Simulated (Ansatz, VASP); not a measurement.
# Two plane-wave programs on Ta

```xyz
1
Lattice="0.0000 2.2611 2.2611 2.2611 0.0000 2.2611 2.2611 2.2611 0.0000" Properties=species:S:1:pos:R:3 pbc="T T T"
Ta    0.0000    0.0000    0.0000
```

Alike in both runs: task single point; functional PBEsol; k mesh 16 × 16 × 16; occupations gaussian, width 0.1 eV; no spin polarisation.

```csv
,VASP,Ansatz
version,VASP 6.6.1,Ansatz 0.2.0
potentials or method,"VASP PAW PBE potentials, release 64 (Ta_pv), cutoff 520 eV","scalar-relativistic, plane waves, PAW"
valence electrons in the cell,11,13
```

```csv
,VASP,Ansatz,Ansatz less VASP
gap on the k mesh at the Fermi level (eV),none,none,-
pressure (GPa),-30.8,-30.7,+0.05
```

VASP's potentials were made for PBE, not for PBEsol. A gap of «none» marks a metal or a gap that the smearing closes. Both programs put the cell under strong tension, so it lies far from rest at this level. With one functional, cell and mesh, what is left measures potentials, basis and numerics. VASP's potentials hold 11 valence electrons a cell and Ansatz's 13, so a difference there can come from the potentials and not from the codes.

Spin-orbit coupling is off throughout. Noted on VASP's run: the cell as given lies far from equilibrium.
